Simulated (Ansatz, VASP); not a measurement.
# Ir: VASP beside Ansatz

```
CELL_PARAMETERS angstrom
2.75138 0.00000 0.00000
-1.37569 2.38276 0.00000
0.00000 0.00000 4.46229
ATOMIC_POSITIONS crystal
Ir 0.33333 0.66667 0.25000
Ir 0.66667 0.33333 0.75000
```

Alike in both runs: functional PBE-based screened hybrid; k mesh 6 × 6 × 3; occupations fermi-dirac, width 0.05 eV; no spin polarisation.

|  | VASP | Ansatz |
| --- | --- | --- |
| version | VASP 6.6.1 | Ansatz 0.2.0 |
| potentials or method | VASP PAW PBE potentials, release 64 (Ir) | Ansatz PAW |
| plane-wave cutoff (eV) | 520 | 420 |
| valence electrons in the cell | 18 | 34 |
| task | single point | band structure |

Ansatz gave:

```
gap on the k mesh at the Fermi level (eV)                     : none
pressure (GPa)                                                : -13.6
traceless stress, the component that is largest in VASP (GPa) : -9.52
```

Problem. Estimate VASP's values.

Solution. gap on the k mesh at the Fermi level (eV): none; pressure (GPa): -11.3; traceless stress, the component that is largest in VASP (GPa): -9.34.

VASP's potentials were made for PBE, not for PBE-based screened hybrid. A gap of «none» marks a metal or a gap that the smearing closes. With one functional, cell and mesh, what is left measures potentials, basis and numerics. VASP's potentials hold 18 valence electrons a cell and Ansatz's 34, so a difference there can come from the potentials and not from the codes.

The k mesh is coarse, so the values compare programs but aren't converged. Spin-orbit coupling is off throughout.
